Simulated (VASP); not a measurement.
Input of a VASP 6.6.1 run:

Contents of POSCAR:

```
AgRh
1.0
    2.7850476270      0.0000000000      0.0000000000
   -1.3925238135      2.4119219957      0.0000000000
    0.0000000000      0.0000000000      4.9165067168
Ag Rh
1 1
Direct
    0.0000000000      0.0000000000      0.5000000000
    0.6666666667      0.3333333333      0.0000000000
```

The input INCAR.step1:

```
SYSTEM = AgRh
ALGO = Normal
EDIFF = 1E-5
ENCUT = 520
GGA = PE
ISIF = 2
ISMEAR = -1
LASPH = .True.
LCHARG = .False.
LREAL = .False.
LWAVE = .True.
NBANDS = 20
NELM = 100
PREC = Accurate
SIGMA = 0.05
```

INCAR.step2

```
SYSTEM = AgRh
AEXX = 1.0
AGGAC = 0.0
ALDAC = 0.0
ALGO = Normal
EDIFF = 1E-7
ENCUT = 520
GGA = PE
ISIF = 2
ISMEAR = -1
ISTART = 1
LASPH = .True.
LCHARG = .False.
LHFCALC = .True.
LREAL = .False.
LWAVE = .False.
NBANDS = 20
NELM = 100
PREC = Accurate
PRECFOCK = Normal
SIGMA = 0.05
```

KPOINTS

```
k-points
0
Gamma
  6 6 3
  0 0 0
```

Potentials or basis: VASP PAW PBE potentials, release 64 (Ag, Rh_pv).

The run is started by

```console
$ cat potpaw_PBE.64/Ag/POTCAR potpaw_PBE.64/Rh_pv/POTCAR > POTCAR
$ cp INCAR.step1 INCAR
$ mpirun -np 1 vasp_std > vasp.out
$ cp INCAR.step2 INCAR
$ mpirun -np 1 vasp_std > vasp.out
```

(1) Predict the pressure.

(2) Predict the band gap on the k mesh.

Results:

(1) 0.0 GPa.

(2) zero (bands 13 and 14 overlap by 7.15 eV).

Caveat: the k points lie up to 0.43 Å⁻¹ apart, too coarse for converged energies and pressures of a metal; the PAW data sets were made with another functional, which shifts forces and pressure a little.
